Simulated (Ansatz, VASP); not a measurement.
NbN: VASP beside Ansatz

The input INCAR:

```
  PREC = Accurate
  ENCUT = 600
  EDIFF = 1E-7
  ISMEAR = -1
  SIGMA = 0.05
  LREAL = False
  LASPH = True
  NELM = 120
  ALGO = Normal
  ISIF = 3
  LWAVE = False
  LCHARG = False
  IBRION = 2
  NSW = 60
  EDIFFG = -0.005
  GGA_COMPAT = False
  NELMIN = 4
```

The input KPOINTS:

```
Automatic mesh
0
Gamma
  17 17 17
```

POSCAR

```
NbN
1.0
    0.0000000000      2.1544346900      2.1544346900
    2.1544346900      0.0000000000      2.1544346900
    2.1544346900      2.1544346900      0.0000000000
Nb N
1 1
Direct
    0.0000000000      0.0000000000      0.0000000000
    0.5000000000      0.5000000000      0.5000000000
```

Input for Ansatz:

```yaml
crystal:
  lattice:
    - [0.0, 2.15443469, 2.15443469]
    - [2.15443469, 0.0, 2.15443469]
    - [2.15443469, 2.15443469, 0.0]
  atoms:
    - { symbol: Nb, position: [0.0, 0.0, 0.0] }
    - { symbol: "N", position: [0.5, 0.5, 0.5] }
kpoints:
  mp_grid: { grid: [17, 17, 17] }
scf:
  occupations: { method: fermi_dirac, width: 0.05 }
hamiltonian:
  xc: lda
  pseudopotentials: { kind: paw }
output:
  forces: true
  stress: true
relax:
  f_tol: 0.005
  max_steps: 40
  cell: {}
```

Alike in both runs: task relaxation of cell and atoms; functional LDA; k mesh 17 × 17 × 17; occupations fermi-dirac, width 0.05 eV; no spin polarisation.

|  | VASP | Ansatz |
| --- | --- | --- |
| version | VASP 6.6.1 | Ansatz 0.2.0 |
| potentials or method | VASP PAW LDA potentials, release 64 (Nb_sv, N) | PAW with Ansatz's default frozen-core files, scalar-relativistic |
| plane-wave cutoff (eV) | 600 | 420 |
| valence electrons in the cell | 18 | 18 |

|  | VASP | Ansatz | Ansatz less VASP |
| --- | --- | --- | --- |
| relaxed volume (Å³/atom) | 10.33 | 10.33 | 0.000 |
| relaxed cell length with the largest relative difference (Å) | 3.080 | 3.080 | 0.0000 |

LDA's correlation is that of Perdew and Zunger in VASP and of Perdew and Wang (1992) in Ansatz.

Noted on VASP's run: too few bands were computed for a metal, which touches its energy and stress.
